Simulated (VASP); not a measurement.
Set up this calculation in VASP 6.6.1, as the native input.

```yaml
Task: relaxation of the atoms
Functional: LDA
Potentials_or_basis: VASP PAW LDA potentials, release 64 (Mg, Li_sv)
Cutoff: 520 eV
k_mesh: 4 × 5 × 1
Occupations: gaussian, width 0.1 eV
Spin: no spin polarisation
Dipole_correction: yes
Atoms_held_fixed_from_0: "[0, 1, 2, 3, 4, 5, 6, 7, 8]"
Further_INCAR_settings: ALGO = Normal; EDIFF = 1e-06; IBRION = 2; EDIFFG = -0.025; NSW = 36
```

The structure of LiMg8 lies in POSCAR:

```
LiMg8
1.0
    6.2932257366      0.0000000000      0.0000000000
    0.0000000000      5.0388886594      0.0000000000
    0.0000000000      0.0000000000     19.0846137325
Mg Li
8 1
Selective dynamics
Direct
    0.0000000000      0.7500000000      0.2095929242  F F F
    0.5000000000      0.7500000000      0.2095929242  F F F
    0.2500000000      0.2500000000      0.2571887995  F F F
    0.7500000000      0.2500000000      0.2571887995  F F F
    0.2500000000      0.7500000000      0.3565915112  F F F
    0.7500000000      0.7500000000      0.3565915112  F F F
    0.0000000000      0.2500000000      0.3974203428  F F F
    0.5000000000      0.2500000000      0.3974203428  F F F
    0.1875000000      0.2500000000      0.5195394126  F F T
```

One way to write it, as run:

INCAR

```
ALGO = Normal
DIPOL = 0.5 0.5 0.329
EDIFF = 1E-6
EDIFFG = -0.025
ENCUT = 520
IBRION = 2
IDIPOL = 3
ISIF = 2
ISMEAR = 0
LASPH = T
LCHARG = F
LDIPOL = T
LREAL = F
LWAVE = F
NELM = 100
NSW = 36
PREC = Accurate
SIGMA = 0.1
```

KPOINTS

```
k-points
0
Gamma
  4 5 1
```

Potentials or basis: VASP PAW LDA potentials, release 64 (Mg, Li_sv).

Run with:

```sh
$ cat potpaw_LDA.64/Mg/POTCAR potpaw_LDA.64/Li_sv/POTCAR > POTCAR
$ mpirun -np 1 vasp_std > vasp.out
```

Results of the run:

- Energy gained by relaxing: 0.1 meV/atom
- Ionic steps: 4

Wall time 6.5 min on 1 thread of Intel Xeon 8259CL (shared host), peak memory 0.46 GiB.
